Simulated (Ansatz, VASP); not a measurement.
## In: VASP beside Ansatz

INCAR

```
SYSTEM = In
PREC     = Accurate       ! precision mode
ENCUT    = 520            ! plane-wave cutoff, eV
EDIFF    = 1E-6           ! SCF threshold, eV
ISMEAR   = 0              ! smearing method
SIGMA    = 0.15           ! smearing width, eV
LREAL    = .FALSE.        ! projectors in reciprocal space
LASPH    = .TRUE.         ! aspherical terms in the spheres
NELM     = 60             ! most SCF steps
ALGO     = Fast           ! electronic algorithm
ISIF     = 2              ! what is computed and relaxed
LWAVE    = .FALSE.        ! write WAVECAR
LCHARG   = .TRUE.         ! write CHGCAR
GGA      = PS             ! functional
LELF     = .TRUE.         ! ELF
LVHAR    = .TRUE.       
NBANDS   = 12             ! bands
```

Contents of KPOINTS:

```
Automatic mesh
0
G
  20 20 20
  0 0 0
```

POSCAR

```
In
1.0
   -1.6261500000      1.6749345000      2.4739500000
    1.6261500000     -1.6749345000      2.4739500000
    1.6261500000      1.6749345000     -2.4739500000
In
1
Direct
    0.0000000000      0.0000000000      0.0000000000
```

Input for Ansatz:

```yaml
crystal:
  lattice:
    - [-1.62615, 1.6749345, 2.47395]
    - [1.62615, -1.6749345, 2.47395]
    - [1.62615, 1.6749345, -2.47395]
  atoms:
    - { symbol: In, position: [0.0, 0.0, 0.0] }
basis:
  ecutwfc: 420
kpoints:
  mp_grid: { grid: [20, 20, 20] }
hamiltonian:
  xc: pbesol
scf:
  occupations: { method: gaussian, width: 0.15 }
output:
  forces: true
  stress: true
  eigenvalues: true
```

Change from the starting cell: strain +0.0300 x Voigt [0, 1, 0, 0, 0, 0], atoms carried along.

Alike in both runs: task single point; functional PBEsol; k mesh 20 × 20 × 20; occupations gaussian, width 0.15 eV; no spin polarisation.

|  | VASP | Ansatz |
| --- | --- | --- |
| version | VASP 6.6.1 | Ansatz 0.2.0 |
| potentials or method | VASP PAW PBE potentials, release 64 (In_d), cutoff 520 eV | scalar-relativistic, plane waves, PAW |
| valence electrons in the cell | 13 | 13 |

Ansatz gave:

```
gap on the k mesh at the Fermi level (eV)                     : none
pressure (GPa)                                                : -2.0
traceless stress, the component that is largest in VASP (GPa) : 0.22
```

Task: Which values does VASP return?

Result: gap on the k mesh at the Fermi level (eV): none; pressure (GPa): -2.0; traceless stress, the component that is largest in VASP (GPa): 0.23.

VASP's potentials were made for PBE, not for PBEsol. A gap of «none» marks a metal or a gap that the smearing closes. With one functional, cell and mesh, what is left measures potentials, basis and numerics.
